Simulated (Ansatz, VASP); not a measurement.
## One calculation of AlNi, two programs

The input POSCAR:

```
AlNi
1.0
    1.9386940000     -1.9531901500      0.0000000000
    1.9386940000      1.9531901500      0.0000000000
    0.0000000000      0.0000000000      3.0994300413
Al Ni
1 1
Direct
    0.0000000000      0.0000000000      0.0000000000
    0.5000000000      0.5000000000      0.5000000000
```

The input INCAR.step1:

```
  PREC = Accurate
  ENCUT = 520
  ISMEAR = 0
  SIGMA = 0.01
  LREAL = False
  LASPH = True
  NELM = 60
  NBANDS = 14
  GGA = PE
  ALGO = Normal
  EDIFF = 1E-4
  LWAVE = True
  LCHARG = False
```

File INCAR.step2:

```
  PREC = Accurate
  ENCUT = 520
  EDIFF = 1E-7
  ISMEAR = 0
  SIGMA = 0.01
  LREAL = False
  LASPH = True
  NELM = 60
  ALGO = Normal
  ISIF = 2
  LWAVE = False
  LCHARG = False
  METAGGA = R2SCAN
  LMIXTAU = True
  NBANDS = 14
  ISTART = 1
```

File KPOINTS:

```
regular mesh
0
Gamma
  8 8 7
```

Input for Ansatz:

```yaml
crystal:
  lattice:
    - [1.938694, -1.95319015, 0.0]
    - [1.938694, 1.95319015, 0.0]
    - [0.0, 0.0, 3.0994300413]
  atoms:
    - { symbol: Al, position: [0.0, 0.0, 0.0] }
    - { symbol: Ni, position: [0.5, 0.5, 0.5] }
basis:
  ecutwfc: 500
kpoints:
  mp_grid: { grid: [8, 8, 7] }
hamiltonian:
  xc: r2scan
scf:
  occupations: { method: gaussian, width: 0.01 }
output:
  forces: true
  stress: true
  eigenvalues: true
```

Alike in both runs: task single point; functional r2SCAN; k mesh 8 × 8 × 7; occupations gaussian, width 0.01 eV; no spin polarisation.

|  | VASP | Ansatz |
| --- | --- | --- |
| version | VASP 6.6.1 | Ansatz 0.2.0 |
| potentials or method | VASP PAW PBE potentials, release 64 (Al, Ni), cutoff 520 eV | scalar-relativistic, plane waves, PAW |
| valence electrons in the cell | 13 | 21 |

|  | VASP | Ansatz | Ansatz less VASP |
| --- | --- | --- | --- |
| gap on the k mesh at the Fermi level (eV) | none | none | - |
| pressure (GPa) | 0.4 | 0.6 | +0.21 |
| traceless stress, the component that is largest in VASP (GPa) | -2.56 | -2.41 | +0.150 |

VASP's potentials were made for PBE, not for r2SCAN. A gap of «none» marks a metal or a gap that the smearing closes. VASP's potentials hold 13 valence electrons a cell and Ansatz's 21, so a difference there can come from the potentials and not from the codes.
